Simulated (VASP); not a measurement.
# MgB2 (k07) (P6/mmm) in VASP: a series of runs, part 2 of 2

VASP 6.6.1. The steps go on from the part before.

## Step 5: Relaxation of cell and atoms, PBE

This run uses another cell than the first one, of 9.68 Å³/atom, 1.006 times its volume.

Contents of INCAR:

```
SYSTEM = MgB2
ALGO = Normal
EDIFF = 1E-7
EDIFFG = -0.002
ENCUT = 600
GGA = PE
IBRION = 2
ISIF = 3
ISMEAR = 0
LASPH = .TRUE.
LCHARG = .FALSE.
LREAL = .FALSE.
LWAVE = .FALSE.
NELM = 60
NSW = 100
PREC = Accurate
SIGMA = 0.1
```

Contents of KPOINTS:

```
k-points
0
G
  21 21 16
  0 0 0
```

Contents of POSCAR:

```
MgB2
1.0
    3.0850000000      0.0000000000      0.0000000000
   -1.5425000000      2.6716883707      0.0000000000
    0.0000000000      0.0000000000      3.5230000000
Mg B
1 2
Direct
    0.0000000000      0.0000000000      0.0000000000
    0.3333333333      0.6666666667      0.5000000000
    0.6666666667      0.3333333333      0.5000000000
```

Potentials or basis: VASP PAW PBE potentials, release 64 (Mg, B).

The run is started by

```bash
$ cat potpaw_PBE.64/Mg/POTCAR potpaw_PBE.64/B/POTCAR > POTCAR
$ mpirun -np 1 vasp_std > vasp.out
```

OUTCAR:

```text
SYSTEM = MgB2
   EDIFF = 1E-7
   EDIFFG = -0.002
   ENCUT = 600
   GGA = PE
   IBRION = 2
   ISIF = 3
   ISMEAR = 0
   LASPH = .TRUE.
   LREAL = .FALSE.
   NELM = 60
   NSW = 100
   PREC = Accurate

 ion  position               nearest neighbor table
   1  0.000  0.000  0.000-   2 2.51   3 2.51   2 2.51   3 2.51   3 2.51   3 2.51   2 2.51   2 2.51
                             3 2.51   3 2.51   2 2.51   2 2.51
   2  0.333  0.667  0.500-   3 1.78   3 1.78   3 1.78   1 2.51   1 2.51   1 2.51   1 2.51   1 2.51
                             1 2.51
   3  0.667  0.333  0.500-   2 1.78   2 1.78   2 1.78   1 2.51   1 2.51   1 2.51   1 2.51   1 2.51
                             1 2.51

  LATTYP: Found a hexagonal cell.
 ALAT       =     3.0850000000
 C/A-ratio  =     1.1419773096

  Lattice vectors:

 A1 = (   3.0850000000,   0.0000000000,   0.0000000000)
 A2 = (  -1.5425000000,   2.6716883707,   0.0000000000)
 A3 = (   0.0000000000,   0.0000000000,   3.5230000000)

Analysis of symmetry for initial positions (statically):
=====================================================================
 Subroutine PRICEL returns:
 Original cell was already a primitive cell.

 Routine SETGRP: Setting up the symmetry group for a
 hexagonal supercell.

 Subroutine GETGRP returns: Found 24 space group operations
 (whereof 24 operations were pure point group operations)
 out of a pool of 24 trial point group operations.

The static configuration has the point symmetry D_6h.

Analysis of symmetry for dynamics (positions and initial velocities):
=====================================================================
 Subroutine PRICEL returns:
 Original cell was already a primitive cell.

 Routine SETGRP: Setting up the symmetry group for a
 hexagonal supercell.

 Subroutine GETGRP returns: Found 24 space group operations
 (whereof 24 operations were pure point group operations)
 out of a pool of 24 trial point group operations.

The dynamic configuration has the point symmetry D_6h.

 Subroutine INISYM returns: Found 24 space group operations
 (whereof 24 operations are pure point group operations),
 and found     1 'primitive' translations

----------------------------------------------------------------------------------------

                                     Primitive cell

  volume of cell :      29.0371

  direct lattice vectors                    reciprocal lattice vectors
     3.085000000  0.000000000  0.000000000     0.324149109  0.187147575  0.000000000
    -1.542500000  2.671688371  0.000000000     0.000000000  0.374295150  0.000000000
     0.000000000  0.000000000  3.523000000     0.000000000  0.000000000  0.283848992

  length of vectors
     3.085000000  3.085000000  3.523000000     0.374295150  0.374295150  0.283848992

  position of ions in fractional coordinates (direct lattice)
     0.000000000  0.000000000  0.000000000
     0.333333333  0.666666667  0.500000000
     0.666666667  0.333333333  0.500000000

  ion indices of the primitive-cell ions
   primitive index   ion index
                 1           1
                 2           2
                 3           3

----------------------------------------------------------------------------------------

 KPOINTS: k-points
[... 57 lines left out ...]
   NGXF,Y,Z  is equivalent  to a cutoff of  30.18, 30.18, 26.43 a.u.
 SYSTEM =  MgB2
   PREC   = accura    normal or accurate (medium, high low for compatibility)
   ISTART =      0    job   : 0-new  1-cont  2-samecut
   ICHARG =      2    charge: 1-file 2-atom 10-const
   ISPIN  =      1    spin polarized calculation?
   LNONCOLLINEAR =      F non collinear calculations
   LSORBIT =      F    spin-orbit coupling
   LASPH  =      T    aspherical Exc in radial PAW
   ENCUT  =  600.0 eV  44.10 Ry    6.64 a.u.   6.16  6.16  7.04*2*pi/ulx,y,z
   NELM   =     60;   NELMIN=  2; NELMDL= -5     # of ELM steps
   EDIFF  = 0.1E-06   stopping-criterion for ELM
   LREAL  =      F    real-space projection
   EDIFFG = -.2E-02   stopping-criterion for IOM
   NSW    =    100    number of steps for IOM
   IBRION =      2    ionic relax: 0-MD 1-quasi-New 2-CG
   NFREE  =      1    steps in history (QN), initial steepest desc. (CG)
   ISIF   =      3    stress and relaxation
   ISYM   =      2    0-nonsym 1-usesym 2-fastsym
   POTIM  = 0.5000    time-step for ionic-motion
   TEBEG  =    0.0;   TEEND  =   0.0 temperature during run
   PSTRESS=    0.0 pullay stress
   NELECT =       8.0000    total number of electrons
   NUPDOWN=      -1.0000    fix difference up-down
   EMIN   =  10.00;   EMAX   =-10.00  energy-range for DOS
   EFERMI =   0.00;   METHOD = LEGACY
   ISMEAR =     0;   SIGMA  =   0.10  broadening in eV -4-tet -1-fermi 0-gaus
   EFERMI_NEDOS =   21; number of points for ismear=-14 and -15
   IALGO  =     38    algorithm
   IMIX   =      4    mixing-type and parameters
     AMIX     =   0.40;   BMIX     =  1.00
     AMIX_MAG =   1.60;   BMIX_MAG =  1.00
  volume/ion in A,a.u.               =       9.68        65.32
  Fermi-wavevector in a.u.,A,eV,Ry     =   1.065255  2.013040 15.439462  1.134768
  Thomas-Fermi vector in A             =   2.200801
   LORBIT       =      0    0 simple, 1 ext, 2 COOP (PROOUT), +10 PAW based schemes
   GGA     = PE    functional components
   LHFCALC =     F    Hartree Fock is set to
   AEXX    =    0.0000 exact exchange contribution
   IVDW    =     0    specifies the selected vdW correction
   LEPSILON=     F    determine dielectric tensor
   LRPA    =     F    only Hartree local field effects (RPA)
 conjugate gradient relaxation of ions
 non-spin polarized calculation
 Gauss-broadening in eV      SIGMA  =   0.10
  energy-cutoff  :      600.00
  volume of cell :       29.04
 maximum number of plane-waves:       986
 NGX is ok and might be reduce to    28
   NGX = 13   NGY = 13   NGZ = 15

--------------------------------------- Ionic step        1  -------------------------------------------

 number of electron       8.0000000 magnetization

 Free energy of the ion-electron system (eV)
  ---------------------------------------------------
  ext. energy  EPLUGINS =         0.00000000
  ---------------------------------------------------
  free energy    TOTEN  =       -15.32587207 eV

  energy without entropy =      -15.32196431  energy(sigma->0) =      -15.32391819

------------------------ aborting loop because EDIFF is reached ----------------------------------------

  FORCE on cell =-STRESS in cart. coord.  units (eV):
  Direction    XX          YY          ZZ          XY          YZ          ZX
  --------------------------------------------------------------------------------------
  -------------------------------------------------------------------------------------
  Total       -0.3064594     -0.3064594     -0.1000628     -0.0000000     -0.0000000      0.0000000
  in kB      -16.9094669    -16.9094669     -5.5211526     -0.0000000     -0.0000000      0.0000000
  external PRESSURE =     -13.1133621 kB  Pullay stress =       0.0000000 kB
[... 61 lines left out ...]
--------------------------------------- Ionic step        3  -------------------------------------------

 number of electron       8.0000000 magnetization

 Free energy of the ion-electron system (eV)
  ---------------------------------------------------
  ext. energy  EPLUGINS =         0.00000000
  ---------------------------------------------------
  free energy    TOTEN  =       -15.32699888 eV

  energy without entropy =      -15.32305759  energy(sigma->0) =      -15.32502824

 E-fermi :   5.2905     XC(G=0): -10.9430

 val. band max:        5.2829774807   @ k =   0.2857   0.2857   0.1250
 cond. band min:       5.2942003443   @ k =   0.1429   0.0000   0.4375
 fundamental gap:      0.0112228636
 Fermi energy:         5.2904972776

 k-point     1 :       0.0000    0.0000    0.0000
  band No.  band energies     occupation
      1      -7.1497      2.00000
      2       2.3421      2.00000
      3       5.6864      0.00000
      4       5.6864      0.00000
      5       6.9583      0.00000
      6      11.6703      0.00000
      7      11.6703      0.00000
      8      13.5157      0.00000
[... 243 lines left out ...]
 k-point    24 :       0.1905    0.0952    0.0000
  band No.  band energies     occupation
      1      -6.0502      2.00000
      2       2.1676      2.00000
      3       3.4081      2.00000
      4       3.5918      2.00000
      5       8.0214      0.00000
      6      11.5001      0.00000
      7      12.2038      0.00000
      8      13.5626      0.00000

 [... further k-points ...]

------------------------ aborting loop because EDIFF is reached ----------------------------------------

  FORCE on cell =-STRESS in cart. coord.  units (eV):
  Direction    XX          YY          ZZ          XY          YZ          ZX
  --------------------------------------------------------------------------------------
  -------------------------------------------------------------------------------------
  Total        0.0009706      0.0009706      0.0021486      0.0000000     -0.0000000     -0.0000000
  in kB        0.0539918      0.0539918      0.1195149      0.0000000     -0.0000000     -0.0000000
  external PRESSURE =       0.0758328 kB  Pullay stress =       0.0000000 kB
[... 18 lines left out ...]
  FREE ENERGIE OF THE ION-ELECTRON SYSTEM (eV)
  ---------------------------------------------------
  free  energy   TOTEN  =       -15.3269988828 eV

  energy  without entropy=      -15.3230575921  energy(sigma->0) =      -15.32502824

 reached required accuracy - stopping structural energy minimisation
```

Wall time 5 min (1 thread of AMD EPYC 7R13, shared host); peak memory 0.26 GiB.

Results:

| Item | Value |
| --- | --- |
| Free energy | -15.3270 eV |
| Relaxed volume | 9.60 Å³/atom |
| Relaxed cell | a = 3.074 Å, b = 3.074 Å, c = 3.519 Å, α = 90.00°, β = 90.00°, γ = 120.00° |
| Space group after relaxing (to 0.05 Å) | P6/mmm (No. 191) |
| Energy gained by relaxing | 0.4 meV/atom |
| Ionic steps | 3 |
| Pressure after relaxing | 0.0 GPa |
| Band gap on the k mesh | zero (band 4 reaches 7.11 eV, above the bottom of band 5 at 3.31 eV) |

Step by step:
| step | energy change (eV) | largest force (eV/Å) | pressure (GPa) | volume (Å³) |
| --- | --- | --- | --- | --- |
| 1 | 0.0000 | 0.0000 | -1.31 | 29.04 |
| 2 | -0.0009 | 0.0000 | 0.57 | 28.71 |
| 3 | -0.0011 | 0.0000 | 0.01 | 28.80 |

Final structure:
```xyz
3
Lattice="3.0743 0.0000 0.0000 -1.5371 2.6624 0.0000 0.0000 0.0000 3.5190" Properties=species:S:1:pos:R:3 pbc="T T T"
Mg    0.0000    0.0000    0.0000
B     0.0000    1.7749    1.7595
B     1.5371    0.8875    1.7595
```

Levels at points of the mesh, in eV from the Fermi level:
```
           k point  band 2  band 3  band 4  band 5  band 6  band 7
(0.00, 0.00, 0.00)   -2.95    0.40    0.40    1.67    6.38    6.38
(0.00, 0.00, 0.50)   -7.43    0.77    0.77    6.70    6.70    8.05
```

## Step 6: Summary

```csv
task,cell,cutoff (eV),smearing,gap on the mesh (eV),pressure (GPa),relaxed volume (Å³/atom)
single point,"a = 3.075, b = 3.075, c = 3.524 Å, angles 90.0, 90.0, 120.0°, 3 atoms",520,gaussian 0.1 eV,none,-0.3,-
single point,"a = 3.076, b = 3.076, c = 3.525 Å, angles 90.0, 90.0, 120.0°, 3 atoms",520,fermi-dirac 0.15 eV,none,-0.3,-
relaxation of cell and atoms,"relaxed from a = 3.075, b = 3.075, c = 3.524 Å, angles 90.0, 90.0, 120.0°, 3 atoms",600,fermi-dirac 0.15 eV,none,0.0,9.61
relaxation of cell and atoms,"relaxed from a = 3.085, b = 3.085, c = 3.523 Å, angles 90.0, 90.0, 120.0°, 3 atoms",600,gaussian 0.1 eV,none,0.0,9.60
```

Alike in all rows: level PBE; potentials or basis VASP PAW PBE potentials, release 64 (Mg, B); no spin polarisation; k mesh 21 × 21 × 16.

Absolute energies hang on the potentials; compare differences alone.
